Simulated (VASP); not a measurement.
# Hf5C3 (Pm-3m) in VASP: notebook

Hf5C3 is run at these levels: PBE; tasks: relaxation of cell and atoms.

Everything below comes from runs of VASP 6.6.1. Logs are shortened: lines on timing, memory, paths and dates and some standing lists are left out, and cuts for length are marked.

**1. The cell of the first run**

It takes space group Pm-3m (No. 221, cubic). The conventional cell has a = 5.301 Å, b = 5.301 Å, c = 5.301 Å, α = 90.00°, β = 90.00°, γ = 90.00°. Hf (site symmetry 4/mmm) has 2 Hf at 2.65 Å and 4 C at 2.65 Å within 3.5 Å. Within 3.5 Å of Hf (site symmetry m-3m) lie 6 Hf at 2.65 Å. Within 3.5 Å of Hf (site symmetry m-3m) lie 6 C at 2.65 Å. Within 3.5 Å of C (site symmetry 4/mmm) lie 6 Hf at 2.65 Å.

The cell was generated, and may not be a known phase.

**2. Relaxation of cell and atoms, PBE**

Contents of INCAR:

```
SYSTEM = Hf5C3
  PREC = Accurate
  ENCUT = 600
  EDIFF = 1E-6
  ISMEAR = 0
  SIGMA = 0.2
  LREAL = .False.
  LASPH = .True.
  NELM = 80
  ALGO = Normal
  ISIF = 3
  LWAVE = .False.
  LCHARG = .False.
  GGA = PE
  IBRION = 2
  NSW = 36
  EDIFFG = -0.08
```

Contents of KPOINTS:

```
regular mesh
0
Gamma
  3 3 3
  0 0 0
```

Contents of POSCAR:

```
Hf5C3
1.0
    5.3011121700      0.0000000000      0.0000000000
    0.0000000000      5.3011121700      0.0000000000
    0.0000000000      0.0000000000      5.3011121700
Hf C
5 3
Direct
    0.5000000000      0.0000000000      0.0000000000
    0.0000000000      0.5000000000      0.0000000000
    0.0000000000      0.0000000000      0.5000000000
    0.0000000000      0.0000000000      0.0000000000
    0.5000000000      0.5000000000      0.5000000000
    0.0000000000      0.5000000000      0.5000000000
    0.5000000000      0.0000000000      0.5000000000
    0.5000000000      0.5000000000      0.0000000000
```

Potentials or basis: VASP PAW PBE potentials, release 64 (Hf_pv, C).

Started as:

```sh
$ cat potpaw_PBE.64/Hf_pv/POTCAR potpaw_PBE.64/C/POTCAR > POTCAR
$ mpirun -np 1 vasp_std > vasp.out
```

OUTCAR:

```text
SYSTEM = Hf5C3
   PREC = Accurate
   ENCUT = 600
   EDIFF = 1E-6
   ISMEAR = 0
   LREAL = .False.
   LASPH = .True.
   NELM = 80
   ISIF = 3
   GGA = PE
   IBRION = 2
   NSW = 36
   EDIFFG = -0.08

 ion  position               nearest neighbor table
   1  0.500  0.000  0.000-   4 2.65   7 2.65   8 2.65   7 2.65   8 2.65   4 2.65   3 3.75   5 3.75
                             5 3.75   2 3.75   5 3.75   3 3.75   5 3.75   2 3.75   3 3.75   2 3.75
   2  0.000  0.500  0.000-   4 2.65   6 2.65   8 2.65   6 2.65   4 2.65   8 2.65   3 3.75   5 3.75
                             5 3.75   1 3.75   3 3.75   3 3.75   3 3.75   1 3.75   5 3.75   1 3.75
   3  0.000  0.000  0.500-   4 2.65   6 2.65   7 2.65   4 2.65   6 2.65   7 2.65   1 3.75   2 3.75
                             5 3.75   2 3.75   5 3.75   2 3.75   2 3.75   1 3.75   5 3.75   1 3.75
   4  0.000  0.000  0.000-   1 2.65   2 2.65   3 2.65   3 2.65   2 2.65   1 2.65
   5  0.500  0.500  0.500-   6 2.65   7 2.65   8 2.65   8 2.65   7 2.65   6 2.65   1 3.75   2 3.75
                             1 3.75   1 3.75   3 3.75   2 3.75   1 3.75   2 3.75   3 3.75   3 3.75
   6  0.000  0.500  0.500-   2 2.65   3 2.65   5 2.65   2 2.65   3 2.65   5 2.65
   7  0.500  0.000  0.500-   1 2.65   3 2.65   5 2.65   1 2.65   5 2.65   3 2.65
   8  0.500  0.500  0.000-   1 2.65   2 2.65   5 2.65   5 2.65   1 2.65   2 2.65

  LATTYP: Found a simple cubic cell.
 ALAT       =     5.3011121700

  Lattice vectors:

 A1 = (   5.3011121700,   0.0000000000,   0.0000000000)
 A2 = (   0.0000000000,   5.3011121700,   0.0000000000)
 A3 = (   0.0000000000,   0.0000000000,   5.3011121700)

Analysis of symmetry for initial positions (statically):
=====================================================================
 Subroutine PRICEL returns:
 Original cell was already a primitive cell.

 Routine SETGRP: Setting up the symmetry group for a
 simple cubic supercell.

 Subroutine GETGRP returns: Found 48 space group operations
 (whereof 48 operations were pure point group operations)
 out of a pool of 48 trial point group operations.

The static configuration has the point symmetry O_h .

Analysis of symmetry for dynamics (positions and initial velocities):
=====================================================================
 Subroutine PRICEL returns:
 Original cell was already a primitive cell.

 Routine SETGRP: Setting up the symmetry group for a
 simple cubic supercell.

 Subroutine GETGRP returns: Found 48 space group operations
 (whereof 48 operations were pure point group operations)
 out of a pool of 48 trial point group operations.

The dynamic configuration has the point symmetry O_h .

 Subroutine INISYM returns: Found 48 space group operations
 (whereof 48 operations are pure point group operations),
 and found     1 'primitive' translations

----------------------------------------------------------------------------------------

                                     Primitive cell

  volume of cell :     148.9707

  direct lattice vectors                    reciprocal lattice vectors
     5.301112170  0.000000000  0.000000000     0.188639660  0.000000000  0.000000000
     0.000000000  5.301112170  0.000000000     0.000000000  0.188639660  0.000000000
     0.000000000  0.000000000  5.301112170     0.000000000  0.000000000  0.188639660

  length of vectors
     5.301112170  5.301112170  5.301112170     0.188639660  0.188639660  0.188639660

  position of ions in fractional coordinates (direct lattice)
     0.500000000  0.000000000  0.000000000
     0.000000000  0.500000000  0.000000000
     0.000000000  0.000000000  0.500000000
     0.000000000  0.000000000  0.000000000
     0.500000000  0.500000000  0.500000000
     0.000000000  0.500000000  0.500000000
     0.500000000  0.000000000  0.500000000
     0.500000000  0.500000000  0.000000000

  ion indices of the primitive-cell ions
   primitive index   ion index
                 1           1
                 2           2
                 3           3
                 4           4
                 5           5
                 6           6
                 7           7
                 8           8

----------------------------------------------------------------------------------------

 KPOINTS: regular mesh

Automatic generation of k-mesh.
 Grid dimensions read from file:
 generate k-points for:    3    3    3

 Generating k-lattice:

  Cartesian coordinates                     Fractional coordinates (reciprocal lattice)
     0.062879887  0.000000000  0.000000000     0.333333333  0.000000000  0.000000000
     0.000000000  0.062879887  0.000000000     0.000000000  0.333333333  0.000000000
     0.000000000  0.000000000  0.062879887     0.000000000  0.000000000  0.333333333

  Length of vectors
     0.062879887  0.062879887  0.062879887

  Shift w.r.t. Gamma in fractional coordinates (k-lattice)
     0.000000000  0.000000000  0.000000000

 Subroutine IBZKPT returns following result:
 ===========================================

 Found      4 irreducible k-points:

 Following reciprocal coordinates:
            Coordinates               Weight
  0.000000  0.000000  0.000000      1.000000
  0.333333  0.000000  0.000000      6.000000
  0.333333  0.333333  0.000000     12.000000
  0.333333  0.333333  0.333333      8.000000
   k-points           NKPTS =      4   k-points in BZ     NKDIM =      4   number of bands    NBANDS=     37
   number of dos      NEDOS =    301   number of ions     NIONS =      8
   total plane-waves  NPLWV =  74088
   dimension x,y,z NGX =    42 NGY =   42 NGZ =   42
   dimension x,y,z NGXF=    84 NGYF=   84 NGZF=   84
   ions per type =               5   3
   NGX,Y,Z   is equivalent  to a cutoff of  13.17, 13.17, 13.17 a.u.
   NGXF,Y,Z  is equivalent  to a cutoff of  26.34, 26.34, 26.34 a.u.
 SYSTEM =  Hf5C3
   PREC   = accura    normal or accurate (medium, high low for compatibility)
   ISTART =      0    job   : 0-new  1-cont  2-samecut
   ICHARG =      2    charge: 1-file 2-atom 10-const
   ISPIN  =      1    spin polarized calculation?
   LNONCOLLINEAR =      F non collinear calculations
   LSORBIT =      F    spin-orbit coupling
   LASPH  =      T    aspherical Exc in radial PAW
   ENCUT  =  600.0 eV  44.10 Ry    6.64 a.u.  10.59 10.59 10.59*2*pi/ulx,y,z
   NELM   =     80;   NELMIN=  2; NELMDL= -5     # of ELM steps
   EDIFF  = 0.1E-05   stopping-criterion for ELM
   LREAL  =      F    real-space projection
   EDIFFG = -.8E-01   stopping-criterion for IOM
   NSW    =     36    number of steps for IOM
   IBRION =      2    ionic relax: 0-MD 1-quasi-New 2-CG
   NFREE  =      1    steps in history (QN), initial steepest desc. (CG)
   ISIF   =      3    stress and relaxation
   ISYM   =      2    0-nonsym 1-usesym 2-fastsym
   POTIM  = 0.5000    time-step for ionic-motion
   TEBEG  =    0.0;   TEEND  =   0.0 temperature during run
   PSTRESS=    0.0 pullay stress
   NELECT =      62.0000    total number of electrons
   NUPDOWN=      -1.0000    fix difference up-down
   EMIN   =  10.00;   EMAX   =-10.00  energy-range for DOS
   EFERMI =   0.00;   METHOD = LEGACY
   ISMEAR =     0;   SIGMA  =   0.20  broadening in eV -4-tet -1-fermi 0-gaus
   EFERMI_NEDOS =   21; number of points for ismear=-14 and -15
   IALGO  =     38    algorithm
   IMIX   =      4    mixing-type and parameters
     AMIX     =   0.40;   BMIX     =  1.00
     AMIX_MAG =   1.60;   BMIX_MAG =  1.00
  volume/ion in A,a.u.               =      18.62       125.66
  Fermi-wavevector in a.u.,A,eV,Ry     =   1.222283  2.309780 20.326770  1.493975
  Thomas-Fermi vector in A             =   2.357435
   LORBIT       =      0    0 simple, 1 ext, 2 COOP (PROOUT), +10 PAW based schemes
   GGA     = PE    functional components
   LHFCALC =     F    Hartree Fock is set to
   AEXX    =    0.0000 exact exchange contribution
   IVDW    =     0    specifies the selected vdW correction
   LEPSILON=     F    determine dielectric tensor
   LRPA    =     F    only Hartree local field effects (RPA)
 conjugate gradient relaxation of ions
 non-spin polarized calculation
 Gauss-broadening in eV      SIGMA  =   0.20
  energy-cutoff  :      600.00
  volume of cell :      148.97
 maximum number of plane-waves:      4977
 NGX is ok and might be reduce to    42
   NGX = 21   NGY = 21   NGZ = 21

--------------------------------------- Ionic step        1  -------------------------------------------

 number of electron      62.0000002 magnetization

 Free energy of the ion-electron system (eV)
  ---------------------------------------------------
  ext. energy  EPLUGINS =         0.00000000
  ---------------------------------------------------
  free energy    TOTEN  =       -70.65111550 eV

  energy without entropy =      -70.40008009  energy(sigma->0) =      -70.52559779

------------------------ aborting loop because EDIFF is reached ----------------------------------------

  FORCE on cell =-STRESS in cart. coord.  units (eV):
  Direction    XX          YY          ZZ          XY          YZ          ZX
  --------------------------------------------------------------------------------------
  -------------------------------------------------------------------------------------
  Total      -15.6072748    -15.6072748    -15.6072748     -0.0000000      0.0000000      0.0000000
  in kB     -167.8559262   -167.8559262   -167.8559262     -0.0000000      0.0000000      0.0000000
  external PRESSURE =    -167.8559262 kB  Pullay stress =       0.0000000 kB
[... 69 lines left out ...]
  energy  without entropy=      -70.9754812114  energy(sigma->0) =      -71.13082775

--------------------------------------- Ionic step        3  -------------------------------------------

 number of electron      61.9999986 magnetization

 Free energy of the ion-electron system (eV)
  ---------------------------------------------------
  ext. energy  EPLUGINS =         0.00000000
  ---------------------------------------------------
  free energy    TOTEN  =       -72.07021663 eV

  energy without entropy =      -71.73089488  energy(sigma->0) =      -71.90055576

 E-fermi :   5.2241     XC(G=0): -11.6756

 val. band max:        5.1843385522   @ k =   0.3333   0.0000   0.0000
 cond. band min:       5.2261557072   @ k =   0.3333   0.0000   0.0000
 fundamental gap:      0.0418171550
 Fermi energy:         5.2241038031

 k-point     1 :       0.0000    0.0000    0.0000
  band No.  band energies     occupation
      1     -26.4898      2.00000
      2     -26.4898      2.00000
      3     -26.4898      2.00000
      4     -25.7182      2.00000
      5     -25.7182      2.00000
      6     -25.7182      2.00000
[... 184 lines left out ...]
  FREE ENERGIE OF THE ION-ELECTRON SYSTEM (eV)
  ---------------------------------------------------
  free  energy   TOTEN  =       -72.0702166335 eV

  energy  without entropy=      -71.7308948836  energy(sigma->0) =      -71.90055576

 reached required accuracy - stopping structural energy minimisation
```

Run time: 3.4 min. Hardware: 1 thread of Intel Xeon 8259CL, shared host; peak memory 0.28 GiB.

What came out:

```yaml
Free_energy: -72.0702 eV
Relaxed_volume: 15.67 Å³/atom
Relaxed_cell: a = 5.005 Å, b = 5.005 Å, c = 5.005 Å, α = 90.00°, β = 90.00°, γ = 90.00°
Space_group_after_relaxing_to_0.1_Å: Pm-3m (No. 221)
Energy_gained_by_relaxing: 177.4 meV/atom
Ionic_steps: 3
Pressure_after_relaxing: -0.2 GPa
Band_gap_on_the_k_mesh: zero (bands 31 and 32 overlap by 0.15 eV)
```

The path:
| step | energy change (eV) | largest force (eV/Å) | pressure (GPa) | volume (Å³) |
| --- | --- | --- | --- | --- |
| 1 | 0.0000 | 0.0000 | -16.79 | 148.97 |
| 2 | -0.6351 | 0.0000 | 18.77 | 110.74 |
| 3 | -1.4191 | 0.0000 | -0.22 | 125.38 |

Final structure:
```cif
data_structure
_symmetry_space_group_name_H-M 'P 1'
_symmetry_Int_Tables_number 1
_cell_length_a 5.0051
_cell_length_b 5.0051
_cell_length_c 5.0051
_cell_angle_alpha 90.000
_cell_angle_beta 90.000
_cell_angle_gamma 90.000
_cell_volume 125.38
loop_
_atom_site_label
_atom_site_type_symbol
_atom_site_fract_x
_atom_site_fract_y
_atom_site_fract_z
_atom_site_occupancy
Hf1 Hf 0.50000 0.00000 0.00000 1
Hf2 Hf 0.00000 0.50000 0.00000 1
Hf3 Hf 0.00000 0.00000 0.50000 1
Hf4 Hf 0.00000 0.00000 0.00000 1
Hf5 Hf 0.50000 0.50000 0.50000 1
C1 C 0.00000 0.50000 0.50000 1
C2 C 0.50000 0.00000 0.50000 1
C3 C 0.50000 0.50000 0.00000 1
```

Levels at points of the mesh, in eV from the Fermi level:
```csv
k point,band 26,band 27,band 28,band 29,band 30,band 31,band 32,band 33,band 34,band 35
"(0.00, 0.00, 0.00)",-2.05,-2.05,-0.59,-0.59,-0.59,0.11,0.11,0.11,0.39,0.39
```

Caveat: the k points lie up to 0.42 Å⁻¹ apart in the final cell; the volume moved by over 15 % at a fixed basis, so the end points are rough; spin-orbit coupling is left out, which moves the levels of the heavy elements.

**3. Relaxation of cell and atoms, PBE**

This run uses another cell than the first one, of 19.32 Å³/atom.

Contents of INCAR:

```
SYSTEM = Hf5C3
  PREC = Accurate
  ENCUT = 600
  EDIFF = 1E-6
  ISMEAR = 0
  SIGMA = 0.2
  LREAL = .FALSE.
  LASPH = .TRUE.
  NELM = 100
  ALGO = Normal
  ISIF = 3
  LWAVE = .FALSE.
  LCHARG = .FALSE.
  GGA = PE
  IBRION = 2
  NSW = 36
  EDIFFG = -0.08
```

Contents of KPOINTS:

```
Automatic mesh
0
G
  3 3 3
  0 0 0
```

Contents of POSCAR:

```
Hf5C3
1.0
    5.3668877800      0.0000000000      0.0000000000
    0.0000000000      5.3668877800      0.0000000000
    0.0000000000      0.0000000000      5.3668877800
Hf C
5 3
Direct
    0.0000000000      0.0000000000      0.0000000000
    0.0000000000      0.5000000000      0.5000000000
    0.5000000000      0.0000000000      0.5000000000
    0.5000000000      0.5000000000      0.0000000000
    0.5000000000      0.5000000000      0.5000000000
    0.5000000000      0.0000000000      0.0000000000
    0.0000000000      0.5000000000      0.0000000000
    0.0000000000      0.0000000000      0.5000000000
```

Potentials or basis: VASP PAW PBE potentials, release 64 (Hf_pv, C).

Started as:

```sh
$ cat potpaw_PBE.64/Hf_pv/POTCAR potpaw_PBE.64/C/POTCAR > POTCAR
$ mpirun -np 1 vasp_std > vasp.out
```

It took 4.7 min on 1 thread of Intel Xeon 8259CL, shared host; peak memory 0.34 GiB.

The run converged. Its results:

- Free energy: -72.0727 eV
- Relaxed volume: 15.68 Å³/atom
- Relaxed cell: a = 5.006 Å, b = 5.006 Å, c = 5.006 Å, α = 90.00°, β = 90.00°, γ = 90.00°
- Space group after relaxing (to 0.1 Å): Pm-3m (No. 221)
- Energy gained by relaxing: 256.1 meV/atom
- Ionic steps: 3
- Pressure after relaxing: -0.3 GPa
- Band gap on the k mesh: zero (bands 31 and 32 overlap by 0.15 eV)

Step by step:
| step | energy change (eV) | largest force (eV/Å) | pressure (GPa) | volume (Å³) |
| --- | --- | --- | --- | --- |
| 1 | 0.0000 | 0.0000 | -19.05 | 154.59 |
| 2 | -1.0004 | 0.0000 | 22.21 | 108.68 |
| 3 | -2.0488 | 0.0000 | -0.26 | 125.42 |

Final structure:
```cif
data_structure
_symmetry_space_group_name_H-M 'P 1'
_symmetry_Int_Tables_number 1
_cell_length_a 5.0056
_cell_length_b 5.0056
_cell_length_c 5.0056
_cell_angle_alpha 90.000
_cell_angle_beta 90.000
_cell_angle_gamma 90.000
_cell_volume 125.42
loop_
_atom_site_label
_atom_site_type_symbol
_atom_site_fract_x
_atom_site_fract_y
_atom_site_fract_z
_atom_site_occupancy
Hf1 Hf 0.00000 0.00000 0.00000 1
Hf2 Hf 0.00000 0.50000 0.50000 1
Hf3 Hf 0.50000 0.00000 0.50000 1
Hf4 Hf 0.50000 0.50000 0.00000 1
Hf5 Hf 0.50000 0.50000 0.50000 1
C1 C 0.50000 0.00000 0.00000 1
C2 C 0.00000 0.50000 0.00000 1
C3 C 0.00000 0.00000 0.50000 1
```

Levels at points of the mesh, in eV from the Fermi level:
```
           k point  band 27  band 28  band 29  band 30  band 31  band 32  band 33  band 34
(0.00, 0.00, 0.00)    -2.05    -0.59    -0.59    -0.59     0.11     0.11     0.11     0.39
```

Caveat: the k points lie up to 0.42 Å⁻¹ apart in the final cell; the volume moved by over 15 % at a fixed basis, so the end points are rough; spin-orbit coupling is left out, which moves the levels of the heavy elements.

The gap in the log of VASP goes by the Fermi energy; the results here count the filled bands.